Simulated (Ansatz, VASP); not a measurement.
This is a calculation of BN for Ansatz 0.2.0.

input.yaml

```yaml
crystal:
  lattice:
    - [0.0, 1.813001, 1.813001]
    - [1.813001, 0.0, 1.813001]
    - [1.813001, 1.813001, 0.0]
  atoms:
    - { symbol: "N", position: [0.25, 0.25, 0.25] }
    - { symbol: B, position: [0.0, 0.0, 0.0] }
kpoints:
  mp_grid: { grid: [13, 13, 13] }
scf:
  occupations: { method: fermi_dirac, width: 0.05 }
hamiltonian:
  xc: pbe
  pseudopotentials: { kind: all_electron, lapw: { basis_error: 0.001 } }
output:
  forces: true
  stress: true
relax:
  f_tol: 0.01
  max_steps: 60
  cell: {}
```

Potentials or basis: all-electron LAPW, scalar-relativistic.

Run with:

```sh
$ ansatz run input.yaml --threads 1 --pin off --max-ram 3072MiB --backend cpu --events-out ev --progress --plain --runs-dir out
```

Translate it to VASP 6.6.1. Potentials there: VASP PAW PBE potentials, release 64 (N, B).

As run (the cutoff follows the program's own potentials):

The input INCAR:

```
SYSTEM = BN
PREC     = Accurate       ! precision mode
ENCUT    = 600            ! plane-wave cutoff, eV
EDIFF    = 1E-6           ! SCF threshold, eV
ISMEAR   = -1             ! smearing method
SIGMA    = 0.05           ! smearing width, eV
LREAL    = .FALSE.        ! projectors in reciprocal space
LASPH    = .TRUE.         ! aspherical terms in the spheres
NELM     = 100            ! most SCF steps
ALGO     = Normal         ! electronic algorithm
ISIF     = 3              ! what is computed and relaxed
LWAVE    = .FALSE.        ! write WAVECAR
LCHARG   = .FALSE.        ! write CHGCAR
GGA      = PE             ! functional
IBRION   = 2              ! ionic algorithm
NSW      = 80             ! ionic steps
EDIFFG   = -0.01          ! ionic threshold
```

The input KPOINTS:

```
regular mesh
0
G
  13 13 13
  0 0 0
```

Contents of POSCAR:

```
BN
1.0
    0.0000000000      1.8130010000      1.8130010000
    1.8130010000      0.0000000000      1.8130010000
    1.8130010000      1.8130010000      0.0000000000
N B
1 1
Direct
    0.2500000000      0.2500000000      0.2500000000
    0.0000000000      0.0000000000      0.0000000000
```

Potentials or basis: VASP PAW PBE potentials, release 64 (N, B).

Run with:

```console
$ cat potpaw_PBE.64/N/POTCAR potpaw_PBE.64/B/POTCAR > POTCAR
$ mpirun -np 1 vasp_std > vasp.out
```

Both were run:

|  | VASP | Ansatz | Ansatz less VASP |
| --- | --- | --- | --- |
| relaxed volume (Å³/atom) | 5.95 | 5.95 | 0.000 |
| relaxed cell length with the largest relative difference (Å) | 2.563 | 2.563 | +0.0001 |

Ansatz ran all-electron here, and VASP with PAW potentials.
